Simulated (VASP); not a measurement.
Write the native input for VASP 6.6.1 that does the following.

| Property | Result |
| --- | --- |
| Task | single point |
| Functional | PBE |
| Potentials or basis | VASP PAW PBE potentials, release 64 (Ir) |
| Cutoff | 520 eV |
| k mesh | 12 × 12 × 12 |
| Occupations | fermi-dirac, width 0.05 eV |
| Spin | no spin polarisation |
| Dipole correction | no |
| Further INCAR settings | ALGO = Fast; EDIFF = 1e-07; NBANDS = 10 |

The structure of Ir lies in POSCAR:

```
Ir
1.0
    0.0000000000      1.9156000000      1.9156000000
    1.9347560000      0.0000000000      1.9156000000
    1.9347560000      1.9156000000      0.0000000000
Ir
1
Direct
    0.0000000000      0.0000000000      0.0000000000
```

These files were run (other wordings do the same):

INCAR

```
SYSTEM = Ir
PREC = Accurate ; ENCUT = 520
EDIFF = 1E-7 ; ISMEAR = -1
SIGMA = 0.05 ; LREAL = .FALSE.
LASPH = .TRUE. ; NELM = 100
ALGO = Fast ; ISIF = 2
LWAVE = .FALSE. ; LCHARG = .FALSE.
GGA = PE ; NBANDS = 10
```

KPOINTS

```
regular mesh
0
G
  12 12 12
  0 0 0
```

Potentials or basis: VASP PAW PBE potentials, release 64 (Ir).

Run with:

```sh
$ cat potpaw_PBE.64/Ir/POTCAR > POTCAR
$ mpirun -np 1 vasp_std > vasp.out
```

Results of the run:

| Quantity | Value |
| --- | --- |
| Pressure | 7.8 GPa |

Run time: 26 s on 1 thread of Intel(R) Xeon(R) Platinum 8488C (Sapphire Rapids) (shared host), peak memory 0.14 GiB.
